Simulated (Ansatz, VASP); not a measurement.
**Ga7P8: VASP beside Ansatz**

```
Ga P
1.0
     0.00000    5.50512   -5.50512
     5.50512    5.50512    0.00000
     5.50512    0.00000   -5.50512
Ga P
7 8
Direct
  0.50069 0.99931 0.00069
  0.99931 0.50069 0.00069
  0.99931 0.99931 0.00069
  0.50069 0.50069 0.49931
  0.50069 0.99931 0.49931
  0.99931 0.50069 0.49931
  0.00000 0.00000 0.50000
  0.36588 0.36588 0.40235
  0.37641 0.87453 0.37453
  0.87453 0.37641 0.37453
  0.87453 0.87453 0.37453
  0.36588 0.36588 0.86588
  0.36588 0.90235 0.86588
  0.90235 0.36588 0.86588
  0.87453 0.87453 0.87641
```

Change from the starting cell: Ga vacancy (site a), charge +0, atoms relaxed at the host's cell, started again with a moment of 1 muB.

Alike in both runs: functional PBE; k mesh 1 × 1 × 1; occupations gaussian, width 0.01 eV; collinear spin.

Ansatz relaxed the structure, and its values are those at the end. VASP's run is a single point on that final structure, the one shown.

|  | VASP | Ansatz |
| --- | --- | --- |
| version | VASP 6.6.1 | Ansatz 0.2.0 |
| potentials or method | VASP PAW PBE potentials, release 64 (Ga_d, P), cutoff 520 eV | scalar-relativistic, plane waves, PAW |
| valence electrons in the cell | 131 | 131 |

VASP gave:

```
gap on the k mesh at the Fermi level (eV)                     : 0.96
least direct gap on the mesh (eV)                             : 0.96
rms of the force components (eV/Å)                            : 0.006
net moment per atom (μB)                                      : 0.20
size of the moment on the site where the two differ most (μB) : 0.38
```

Q: What did Ansatz give for the same quantities?

A: gap on the k mesh at the Fermi level (eV): 0.95; least direct gap on the mesh (eV): 0.95; rms of the force components (eV/Å): 0.003; net moment per atom (μB): 0.20; size of the moment on the site where the two differ most (μB): 0.40.

Site moments also hang on the region over which each program counts them.
